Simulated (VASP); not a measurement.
## Ru: relaxation of cell and atoms with PBEsol

The system is Ru.

```
CELL_PARAMETERS angstrom
1.63987 0.94678 3.04094
-1.63987 0.94678 3.04094
0.00000 -1.89356 3.04094
ATOMIC_POSITIONS crystal
Ru 0.22754 0.22754 0.22754
Ru 0.77246 0.77246 0.77246
```

```yaml
Program: VASP 6.6.1
Task: relaxation of cell and atoms
Functional: PBEsol
Potentials_or_basis: VASP PAW PBE potentials, release 64 (Ru_pv)
Cutoff: 600 eV
k_mesh: 6 × 6 × 6
Occupations: gaussian, width 0.1 eV
Spin: no spin polarisation
Dipole_correction: no
Further_INCAR_settings: ALGO = Fast; EDIFF = 1e-07; IBRION = 2; EDIFFG = -0.04; NSW = 90; ISIF = 3
```

```json
{"Relaxed volume": "15.36 Å³/atom", "Relaxed cell": "a = 3.398 Å, b = 3.398 Å, c = 3.398 Å, α = 64.90°, β = 64.90°, γ = 64.90°", "Space group after relaxing (to 0.05 Å)": "R-3m (No. 166)", "Energy gained by relaxing": "443.9 meV/atom", "Ionic steps": "24", "Pressure after relaxing": "-0.2 GPa", "Largest force after relaxing": "0.023 eV/Å", "Band gap on the k mesh": "zero (band 14 reaches 12.47 eV, above the bottom of band 15 at 10.06 eV)"}
```

Forces on the atoms (eV/Å):
```
Ru   0.000  0.000  0.023
Ru   0.000  0.000 -0.023
```

The path:
| step | energy change (eV) | largest force (eV/Å) | pressure (GPa) | volume (Å³) |
| --- | --- | --- | --- | --- |
| 1 | 0.0000 | 3.7728 | 49.93 | 28.33 |
| 2 | 4.8323 | 0.4344 | -31.59 | 50.43 |
| 3 | 0.2702 | 1.0337 | -31.48 | 39.00 |
| 4 | -0.6015 | 0.4045 | -15.98 | 34.29 |
| 5 | -0.7126 | 0.5580 | 1.84 | 31.75 |
| 6 | -0.7183 | 0.3157 | -2.35 | 32.24 |
| 7 | -0.7184 | 0.3551 | -1.74 | 32.16 |
| 8 | -0.7726 | 0.4146 | 0.03 | 31.58 |
| 9 | -0.8344 | 0.3032 | 10.05 | 29.73 |
| 10 | -0.8480 | 0.1671 | 8.77 | 29.80 |
| 11 | -0.8702 | 0.2104 | 5.27 | 30.01 |
| 12 | -0.8715 | 0.3018 | 4.31 | 30.07 |
| 13 | -0.8766 | 0.2689 | 3.06 | 30.23 |
| 14 | -0.8834 | 0.1716 | -0.53 | 30.72 |
| 15 | -0.8841 | 0.1421 | -0.30 | 30.71 |
| 16 | -0.8855 | 0.0571 | 0.27 | 30.66 |
| 17 | -0.8851 | 0.1127 | 1.46 | 30.57 |
| 18 | -0.8858 | 0.0097 | 0.73 | 30.63 |
| 19 | -0.8865 | 0.0221 | 0.06 | 30.71 |
| 20 | -0.8867 | 0.0295 | -0.54 | 30.79 |
| 21 | -0.8871 | 0.0379 | -0.35 | 30.76 |
| 22 | -0.8877 | 0.0495 | 0.07 | 30.70 |
| 23 | -0.8877 | 0.0518 | 0.17 | 30.68 |
| 24 | -0.8878 | 0.0231 | -0.24 | 30.72 |

Final structure:
```
CELL_PARAMETERS angstrom
1.82333 1.05270 2.66737
-1.82333 1.05270 2.66737
0.00000 -2.10540 2.66737
ATOMIC_POSITIONS crystal
Ru 0.23957 0.23957 0.23957
Ru 0.76043 0.76043 0.76043
```

Levels at points of the mesh, in eV from the Fermi level:
| k point | band 12 | band 13 | band 14 | band 15 | band 16 | band 17 |
| --- | --- | --- | --- | --- | --- | --- |
| (0.00, 0.00, 0.00) | -4.17 | 1.07 | 1.54 | 1.54 | 3.53 | 3.53 |
| (0.50, 0.00, 0.00) | -2.03 | -2.03 | -1.66 | -0.87 | -0.42 | 0.97 |
| (0.50, 0.50, 0.00) | -0.92 | -0.77 | -0.42 | -0.25 | 1.58 | 3.43 |
| (0.50, 0.50, 0.50) | -2.64 | -1.42 | -1.42 | -0.37 | -0.37 | 1.67 |

Run time: 5.2 min on 1 thread of Intel(R) Xeon(R) 6975P-C (Granite Rapids), with other jobs on the host, peak memory 0.19 GiB.

Caveat: the k points lie up to 0.36 Å⁻¹ apart in the final cell; the PAW data sets were made with another functional, which shifts forces and pressure a little.
